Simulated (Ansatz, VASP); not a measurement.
Ag: VASP beside Ansatz

INCAR

```
SYSTEM = Ag
ALGO     = Normal         ! electronic algorithm
EDIFF    = 1E-6           ! SCF threshold, eV
ENCUT    = 520            ! plane-wave cutoff, eV
GGA      = RE             ! functional
ISIF     = 2              ! what is computed and relaxed
ISMEAR   = -1             ! smearing method
LASPH    = .True.         ! aspherical terms in the spheres
LCHARG   = .False.        ! write CHGCAR
LREAL    = .False.        ! projectors in reciprocal space
LWAVE    = .False.        ! write WAVECAR
NBANDS   = 12             ! bands
NELM     = 60             ! most SCF steps
PREC     = Accurate       ! precision mode
SIGMA    = 0.1            ! smearing width, eV
```

Contents of KPOINTS:

```
k-points
0
Gamma
  21 21 21
  0 0 0
```

The input POSCAR:

```
Ag
1.0
    0.0000000000      2.1773142928      2.1773142928
    2.1773142928      0.0000000000      2.1773142928
    2.1773142928      2.1773142928      0.0000000000
Ag
1
Direct
    0.0000000000      0.0000000000      0.0000000000
```

Input for Ansatz:

```yaml
crystal:
  lattice:
    - [0.0, 2.1773142986, 2.1773142986]
    - [2.1773142986, 0.0, 2.1773142986]
    - [2.1773142986, 2.1773142986, 0.0]
  atoms:
    - { symbol: Ag, position: [0.0, 0.0, 0.0] }
hamiltonian:
  xc: revpbe
  pseudopotentials:
    kind: paw
    azcp:
      Ag: "pseudopotentials/Ag.paw.azcp"
basis:
  ecutwfc: 420
  fft_grid_basis: typed
kpoints:
  mp_grid: { grid: [21, 21, 21], shift: [0, 0, 0] }
magnetization:
  spin_polarized: false
scf:
  occupations: { method: fermi_dirac, width: 0.1 }
output:
  stress: true
```

Alike in both runs: task single point; functional revPBE; k mesh 21 × 21 × 21; occupations fermi-dirac, width 0.1 eV; no spin polarisation.

|  | VASP | Ansatz |
| --- | --- | --- |
| version | VASP 6.6.1 | Ansatz 0.2.0 |
| potentials or method | VASP PAW PBE potentials, release 64 (Ag), cutoff 520 eV | plane waves (420 eV) with PAW, scalar-relativistic |
| valence electrons in the cell | 11 | 19 |

```csv
,VASP,Ansatz,Ansatz less VASP
pressure (GPa),-6.3,-6.3,0.00
```

VASP's potentials were made for PBE, not for revPBE. The functional is the same, so the differences come from potentials, cutoffs and numerics. VASP's potentials hold 11 valence electrons a cell and Ansatz's 19, so a difference there can come from the potentials and not from the codes.
